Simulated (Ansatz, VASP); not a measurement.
**Mg3Se: VASP beside Ansatz**

The input INCAR:

```
PREC     = Accurate       # precision mode
ENCUT    = 600            # plane-wave cutoff, eV
EDIFF    = 1E-6           # SCF threshold, eV
ISMEAR   = 0              # smearing method
SIGMA    = 0.1            # smearing width, eV
LREAL    = F              # projectors in reciprocal space
LASPH    = T              # aspherical terms in the spheres
NELM     = 100            # most SCF steps
ALGO     = Normal         # electronic algorithm
ISIF     = 3              # what is computed and relaxed
LWAVE    = F              # write WAVECAR
LCHARG   = F              # write CHGCAR
GGA      = PE             # functional
IBRION   = 2              # ionic algorithm
NSW      = 90             # ionic steps
EDIFFG   = -0.04          # ionic threshold
```

Contents of KPOINTS:

```
Automatic mesh
0
Gamma
  6 6 6
```

Contents of POSCAR:

```
Mg3Se
1.0
   -2.0475119400      3.1076553600      3.3041646800
    2.0475119400     -3.1076553600      3.3041646800
    2.0475119400      3.1076553600     -3.3041646800
Mg Se
3 1
Direct
    0.3110522100      0.5000000000      0.8110522100
    0.6889477900      0.5000000000      0.1889477900
    0.5000000000      0.0000000000      0.5000000000
    0.0000000000      0.5000000000      0.5000000000
```

Input for Ansatz:

```yaml
crystal:
  lattice:
    - [-2.04751194, 3.10765536, 3.30416468]
    - [2.04751194, -3.10765536, 3.30416468]
    - [2.04751194, 3.10765536, -3.30416468]
  atoms:
    - { symbol: Mg, position: [0.31105221, 0.5, 0.81105221] }
    - { symbol: Mg, position: [0.68894779, 0.5, 0.18894779] }
    - { symbol: Mg, position: [0.5, 0.0, 0.5] }
    - { symbol: Se, position: [0.0, 0.5, 0.5] }
basis:
  ecutwfc: 420
kpoints:
  mp_grid: { grid: [6, 6, 6] }
hamiltonian:
  xc: pbe
scf:
  occupations: { method: gaussian, width: 0.1 }
  lower_state_search: "off"
output:
  forces: true
  stress: true
  eigenvalues: true
relax:
  adjacent_minimum: "off"
  f_tol: 0.04
  max_steps: 70
  cell: { stress_tol: 0.4 }
```

Alike in both runs: task relaxation of cell and atoms; functional PBE; k mesh 6 × 6 × 6; occupations gaussian, width 0.1 eV; no spin polarisation.

|  | VASP | Ansatz |
| --- | --- | --- |
| version | VASP 6.6.1 | Ansatz 0.2.0 |
| potentials or method | VASP PAW PBE potentials, release 64 (Mg, Se), cutoff 600 eV | scalar-relativistic, plane waves, PAW |
| valence electrons in the cell | 12 | 46 |

Ansatz gave:

- gap on the k mesh at the Fermi level, each at its own relaxed structure (eV): none
- relaxed volume (Å³/atom): 26.16
- relaxed cell length with the largest relative difference (Å): 6.322

**Question.** What did VASP give for the same quantities?

**Answer.** gap on the k mesh at the Fermi level, each at its own relaxed structure (eV): none; relaxed volume (Å³/atom): 26.20; relaxed cell length with the largest relative difference (Å): 6.355.

A gap of «none» marks a metal or a gap that the smearing closes. VASP's potentials hold 12 valence electrons a cell and Ansatz's 46, so a difference there can come from the potentials and not from the codes.

Noted on VASP's run: the volume moved by over 15 % at a fixed basis, so the end points are rough.
